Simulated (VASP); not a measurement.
# Br (Fd-3m) in VASP: notebook

The runs below take Br through single point, with PBE.

All numbers are computed with VASP 6.6.1; they aren't measurements. Logs are shortened: lines on timing, memory, paths and dates and some standing lists are left out, and cuts for length are marked.

## 1. The cell of the first run

Symmetry: Fd-3m, No. 227, cubic system. Conventional cell: a = 6.895 Å, b = 6.895 Å, c = 6.895 Å, α = 90.00°, β = 90.00°, γ = 90.00°. Within 3.9 Å of Br (site symmetry -43m) lie 4 Br at 2.99 Å.

## 2. Single point, PBE (40.97 Å³/atom)

Contents of INCAR:

```
SYSTEM = Br
  PREC = Accurate
  ENCUT = 520
  EDIFF = 1E-6
  ISMEAR = -1
  SIGMA = 0.08
  LREAL = .False.
  LASPH = .True.
  NELM = 100
  ALGO = Normal
  ISIF = 2
  LWAVE = .False.
  LCHARG = .False.
  GGA = PE
  NBANDS = 14
```

Contents of KPOINTS:

```
regular mesh
0
Gamma
  11 11 11
  0 0 0
```

Contents of POSCAR:

```
Br
1.0
    0.0000000000      3.4472596990      3.4472596990
    3.4472596990      0.0000000000      3.4472596990
    3.4472596990      3.4472596990      0.0000000000
Br
2
Direct
   -0.1250000000     -0.1250000000     -0.1250000000
    0.1250000000      0.1250000000      0.1250000000
```

Potentials or basis: VASP PAW PBE potentials, release 64 (Br).

Command:

```sh
$ cat potpaw_PBE.64/Br/POTCAR > POTCAR
$ mpirun -np 1 vasp_std > vasp.out
```

OUTCAR:

```text
SYSTEM = Br
   PREC = Accurate
   ENCUT = 520
   EDIFF = 1E-6
   ISMEAR = -1
   LREAL = .False.
   LASPH = .True.
   NELM = 100
   ISIF = 2
   GGA = PE

 ion  position               nearest neighbor table
   1  0.875  0.875  0.875-
   2  0.125  0.125  0.125-

  LATTYP: Found a face centered cubic cell.
 ALAT       =     6.8945193980

  Lattice vectors:

 A1 = (   0.0000000000,   3.4472596990,   3.4472596990)
 A2 = (   3.4472596990,   0.0000000000,   3.4472596990)
 A3 = (   3.4472596990,   3.4472596990,   0.0000000000)

Analysis of symmetry for initial positions (statically):
=====================================================================
 Subroutine PRICEL returns:
 Original cell was already a primitive cell.

 Routine SETGRP: Setting up the symmetry group for a
 face centered cubic supercell.

 Subroutine GETGRP returns: Found 48 space group operations
 (whereof 12 operations were pure point group operations)
 out of a pool of 48 trial point group operations.

The static configuration has the point symmetry D_3d.
 The point group associated with its full space group is O_h .

Analysis of symmetry for dynamics (positions and initial velocities):
=====================================================================
 Subroutine PRICEL returns:
 Original cell was already a primitive cell.

 Routine SETGRP: Setting up the symmetry group for a
 face centered cubic supercell.

 Subroutine GETGRP returns: Found 48 space group operations
 (whereof 12 operations were pure point group operations)
 out of a pool of 48 trial point group operations.

The dynamic configuration has the point symmetry D_3d.
 The point group associated with its full space group is O_h .

 Subroutine INISYM returns: Found 48 space group operations
 (whereof 12 operations are pure point group operations),
 and found     1 'primitive' translations

----------------------------------------------------------------------------------------

                                     Primitive cell

  volume of cell :      81.9317

  direct lattice vectors                    reciprocal lattice vectors
     0.000000000  3.447259699  3.447259699    -0.145042742  0.145042742  0.145042742
     3.447259699  0.000000000  3.447259699     0.145042742 -0.145042742  0.145042742
     3.447259699  3.447259699  0.000000000     0.145042742  0.145042742 -0.145042742

  length of vectors
     4.875161419  4.875161419  4.875161419     0.251221399  0.251221399  0.251221399

  position of ions in fractional coordinates (direct lattice)
[... 83 lines left out ...]
   IBRION =     -1    ionic relax: 0-MD 1-quasi-New 2-CG
   NFREE  =      0    steps in history (QN), initial steepest desc. (CG)
   ISIF   =      2    stress and relaxation
   ISYM   =      2    0-nonsym 1-usesym 2-fastsym
   POTIM  = 0.5000    time-step for ionic-motion
   TEBEG  =    0.0;   TEEND  =   0.0 temperature during run
   PSTRESS=    0.0 pullay stress
   NELECT =      14.0000    total number of electrons
   NUPDOWN=      -1.0000    fix difference up-down
   EMIN   =  10.00;   EMAX   =-10.00  energy-range for DOS
   EFERMI =   0.00;   METHOD = LEGACY
   ISMEAR =    -1;   SIGMA  =   0.08  broadening in eV -4-tet -1-fermi 0-gaus
   EFERMI_NEDOS =   21; number of points for ismear=-14 and -15
   IALGO  =     38    algorithm
   IMIX   =      4    mixing-type and parameters
     AMIX     =   0.40;   BMIX     =  1.00
     AMIX_MAG =   1.60;   BMIX_MAG =  1.00
  volume/ion in A,a.u.               =      40.97       276.45
  Fermi-wavevector in a.u.,A,eV,Ry     =   0.908448  1.716718 11.228591  0.825278
  Thomas-Fermi vector in A             =   2.032376
   LORBIT       =      0    0 simple, 1 ext, 2 COOP (PROOUT), +10 PAW based schemes
   GGA     = PE    functional components
   LHFCALC =     F    Hartree Fock is set to
   AEXX    =    0.0000 exact exchange contribution
   IVDW    =     0    specifies the selected vdW correction
   LEPSILON=     F    determine dielectric tensor
   LRPA    =     F    only Hartree local field effects (RPA)
 non-spin polarized calculation
  energy-cutoff  :      520.00
  volume of cell :       81.93
 maximum number of plane-waves:      2229
   NGX = 19   NGY = 19   NGZ = 19

 number of electron      13.9999995 magnetization

 Free energy of the ion-electron system (eV)
  ---------------------------------------------------
  ext. energy  EPLUGINS =         0.00000000
  ---------------------------------------------------
  free energy    TOTEN  =        -2.04582186 eV

  energy without entropy =       -1.94989816  energy(sigma->0) =       -1.99786001

 E-fermi :  -0.9559     XC(G=0):  -6.9577

 val. band max:       -0.9563191579   @ k =  -0.2727   0.1818   0.0000
 cond. band min:      -0.9405526105   @ k =  -0.2727   0.3636   0.0909
 fundamental gap:      0.0157665474
 Fermi energy:        -0.9558593943

 k-point     1 :       0.0000    0.0000    0.0000
  band No.  band energies     occupation
      1     -16.2057      2.00000
      2     -14.0168      2.00000
      3      -3.8076      2.00000
      4      -3.8076      2.00000
      5      -3.8076      2.00000
      6      -1.8874      1.99998
      7      -1.8874      1.99998
      8      -1.8874      1.99998
      9       4.2225      0.00000
     10       8.0713      0.00000
     11       8.0713      0.00000
     12       9.5401      0.00000
     13       9.5401      0.00000
     14       9.5401      0.00000
[... 377 lines left out ...]
      1     -15.9296      2.00000
      2     -14.3994      2.00000
      3      -4.4326      2.00000
      4      -4.0471      2.00000
      5      -3.7542      2.00000
      6      -1.7931      1.99994
      7      -1.5381      1.99862
      8      -1.1513      1.84016
      9       5.6287      0.00000
     10       7.1816      0.00000
     11       7.4984      0.00000
     12       9.2797      0.00000
     13      10.0082      0.00000
     14      10.7824      0.00000

 [... further k-points ...]
[... 5 lines left out ...]
  --------------------------------------------------------------------------------------
  -------------------------------------------------------------------------------------
  Total        0.4729230      0.4729230      0.4729230     -0.0000000     -0.0000000     -0.0000000
  in kB        9.2480251      9.2480251      9.2480251     -0.0000000     -0.0000000     -0.0000000
  external PRESSURE =       9.2480251 kB  Pullay stress =       0.0000000 kB

 VOLUME and BASIS-vectors are now :
 -----------------------------------------------------------------------------
  energy-cutoff  :      520.00
  volume of cell :       81.93
      direct lattice vectors                 reciprocal lattice vectors
     0.000000000  3.447259699  3.447259699    -0.145042742  0.145042742  0.145042742
     3.447259699  0.000000000  3.447259699     0.145042742 -0.145042742  0.145042742
     3.447259699  3.447259699  0.000000000     0.145042742  0.145042742 -0.145042742

 POSITION                                       TOTAL-FORCE (eV/Angst)
 -----------------------------------------------------------------------------------
      6.03270      6.03270      6.03270         0.000000     -0.000000      0.000000
      0.86181      0.86181      0.86181        -0.000000      0.000000     -0.000000
 -----------------------------------------------------------------------------------
    total drift:                                0.000000      0.000000      0.000000

  FREE ENERGIE OF THE ION-ELECTRON SYSTEM (eV)
  ---------------------------------------------------
  free  energy   TOTEN  =        -2.0458218578 eV

  energy  without entropy=       -1.9498981629  energy(sigma->0) =       -1.99786001
```

OSZICAR:

```text
N       E                     dE             d eps       ncg     rms          rms(c)
DAV:   1     0.786148046514E+02    0.78615E+02   -0.54516E+03  1568   0.804E+02
DAV:   2     0.347687750787E+01   -0.75138E+02   -0.71318E+02  2306   0.143E+02
DAV:   3    -0.198814270517E+01   -0.54650E+01   -0.53197E+01  1982   0.431E+01
DAV:   4    -0.204344759585E+01   -0.55305E-01   -0.55269E-01  1964   0.521E+00
DAV:   5    -0.204402565014E+01   -0.57805E-03   -0.57802E-03  2048   0.527E-01    0.633E+00
DAV:   6    -0.204499630359E+01   -0.97065E-03   -0.54966E-04  2018   0.180E-01    0.384E+00
DAV:   7    -0.204580587755E+01   -0.80957E-03   -0.87825E-04  2018   0.241E-01    0.341E-02
DAV:   8    -0.204581511594E+01   -0.92384E-05   -0.19172E-05  1940   0.261E-02    0.135E-02
DAV:   9    -0.204582136202E+01   -0.62461E-05   -0.89004E-06  1958   0.191E-02    0.410E-03
DAV:  10    -0.204582185776E+01   -0.49575E-06   -0.12515E-06  1452   0.935E-03
   1 F= -.20458219E+01 E0= -.19978600E+01  d E =-.959237E-01
```

stdout:

```text
POSCAR found type information on POSCAR Br
 POSCAR found :  1 types and       2 ions
 scaLAPACK will be used
 LDA part: xc-table for (Slater+PW92), standard interpolation
 POSCAR, INCAR and KPOINTS ok, starting setup
 FFT: planning ... GRIDC
 FFT: planning ... GRID_SOFT
 FFT: planning ... GRID
 WAVECAR not read
 entering main loop
```

Run time: 20 s. Hardware: 1 thread of Intel Xeon 6975P-C (Granite Rapids), shared host; peak memory 0.22 GiB.

What came out:

| Item | Value |
| --- | --- |
| Free energy | -2.0458 eV |
| Pressure | 0.9 GPa |
| Band gap on the k mesh | zero (bands 7 and 8 overlap by 1.30 eV) |

(Continued in part 2 of 2.)
